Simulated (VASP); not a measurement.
Input of a VASP 6.6.1 run:

The input INCAR:

```
ALGO = Fast
EDIFF = 1E-6
ENCUT = 520
GGA = PE
ISIF = 2
ISMEAR = -1
LASPH = T
LCHARG = T
LELF = T
LREAL = F
LVHAR = T
LWAVE = F
NBANDS = 12
NELM = 60
PREC = Accurate
SIGMA = 0.3
```

The input KPOINTS:

```
k-points
0
Gamma
  18 18 10
```

File POSCAR:

```
P
1.0
    2.4246941115      0.0000000000      0.0000000000
    0.0000000000      2.4385351442      0.0000000000
   -0.0203144631      0.0000000000      4.8524328982
P
2
Direct
    0.9999999700      0.0000000000      0.2505746400
    0.0000000300      0.0000000000      0.7494253600
```

Potentials or basis: VASP PAW PBE potentials, release 64 (P).

Command:

```console
$ cat potpaw_PBE.64/P/POTCAR > POTCAR
$ mpirun -np 1 vasp_std > vasp.out
```

(1) What does it give for the pressure?

(2) Estimate the largest force.

Answers

(1) 2.7 GPa.

(2) 0.012 eV/Å.

Caveat: so wide a smearing shifts energies and pressures.
